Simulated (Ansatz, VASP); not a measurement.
# Nb in VASP and in Ansatz

File INCAR:

```
SYSTEM = Nb
ALGO     = Normal         ! electronic algorithm
EDIFF    = 1E-6           ! SCF threshold, eV
ENCUT    = 520            ! plane-wave cutoff, eV
GGA      = CA             ! functional
ISIF     = 2              ! what is computed and relaxed
ISMEAR   = -1             ! smearing method
LASPH    = .True.         ! aspherical terms in the spheres
LCHARG   = .False.        ! write CHGCAR
LREAL    = .False.        ! projectors in reciprocal space
LWAVE    = .False.        ! write WAVECAR
NBANDS   = 12             ! bands
NELM     = 60             ! most SCF steps
PREC     = Accurate       ! precision mode
SIGMA    = 0.05           ! smearing width, eV
```

KPOINTS

```
k-points
0
Gamma
  18 18 18
  0 0 0
```

The input POSCAR:

```
Nb
1.0
    0.0000000000      2.0698134313      2.0698134313
    2.0698134313      0.0000000000      2.0698134313
    2.0698134313      2.0698134313      0.0000000000
Nb
1
Direct
    0.0000000000      0.0000000000      0.0000000000
```

Input for Ansatz:

```yaml
crystal:
  lattice:
    - [0.0, 2.0698134313, 2.0698134313]
    - [2.0698134313, 0.0, 2.0698134313]
    - [2.0698134313, 2.0698134313, 0.0]
  atoms:
    - { symbol: Nb, position: [0.0, 0.0, 0.0] }
kpoints:
  mp_grid: { grid: [18, 18, 18] }
  band_path:
    path:
      - [0.0, 0.0, 0.0]
      - [0.5, 0.0, 0.5]
      - [0.625, 0.25, 0.625]
      - [0.375, 0.375, 0.75]
      - [0.0, 0.0, 0.0]
      - [0.5, 0.5, 0.5]
      - [0.5, 0.25, 0.75]
      - [0.5, 0.0, 0.5]
    npoints: 14
scf:
  occupations: { method: fermi_dirac, width: 0.05 }
hamiltonian:
  xc: lda
  pseudopotentials: { kind: all_electron, lapw: { basis_error: 0.001 } }
output:
  forces: true
  stress: true
  eigenvalues: true
  populations: true
  dos: { projected: true, de: 0.2, e_range: [-14, 8] }
```

Alike in both runs: task single point; functional LDA; k mesh 18 × 18 × 18; occupations fermi-dirac, width 0.05 eV; no spin polarisation.

|  | VASP | Ansatz |
| --- | --- | --- |
| version | VASP 6.6.1 | Ansatz 0.2.0 |
| potentials or method | VASP PAW LDA potentials, release 64 (Nb_sv), cutoff 520 eV | all-electron LAPW, scalar-relativistic |

```csv
,VASP,Ansatz,Ansatz less VASP
pressure (GPa),-0.2,0.0,+0.13
```

LDA's correlation is that of Perdew and Zunger in VASP and of Perdew and Wang (1992) in Ansatz. Ansatz ran all-electron here, and VASP with PAW potentials.
